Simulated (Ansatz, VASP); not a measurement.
One calculation of F, two programs

```xyz
4
Lattice="3.5932 -2.1233 0.0000 3.5932 2.1233 0.0000 0.0000 0.0000 6.1845" Properties=species:S:1:pos:R:3 pbc="T T T"
F     3.5932   -1.7519    0.5938
F     3.5932   -0.3714    3.6860
F     3.5932    0.3714    2.4984
F     3.5932    1.7519    5.5907
```

Change from the starting cell: strain +0.015 along x and y, -0.030 along z, atoms carried along.

Alike in both runs: task single point; functional PBEsol; k mesh 6 × 6 × 4; occupations gaussian, width 0.05 eV; no spin polarisation.

|  | VASP | Ansatz |
| --- | --- | --- |
| version | VASP 6.6.1 | Ansatz 0.2.0 |
| potentials or method | VASP PAW PBE potentials, release 64 (F), cutoff 520 eV | scalar-relativistic, plane waves, PAW |
| valence electrons in the cell | 28 | 28 |

```tsv
	VASP	Ansatz	Ansatz less VASP
gap on the k mesh at the Fermi level (eV)	3.33	3.41	+0.075
least direct gap on the mesh (eV)	3.34	3.41	+0.074
pressure (GPa)	0.3	0.0	-0.30
traceless stress, the component that is largest in VASP (GPa)	0.97	0.15	-0.825
rms of the force components (eV/Å)	0.256	0.008	-0.2482
```

VASP's potentials were made for PBE, not for PBEsol. Atom by atom the forces differ by 0.249 eV/Å (rms over components). One of these differences is far larger than is usual between the two programs; its cause wasn't traced.
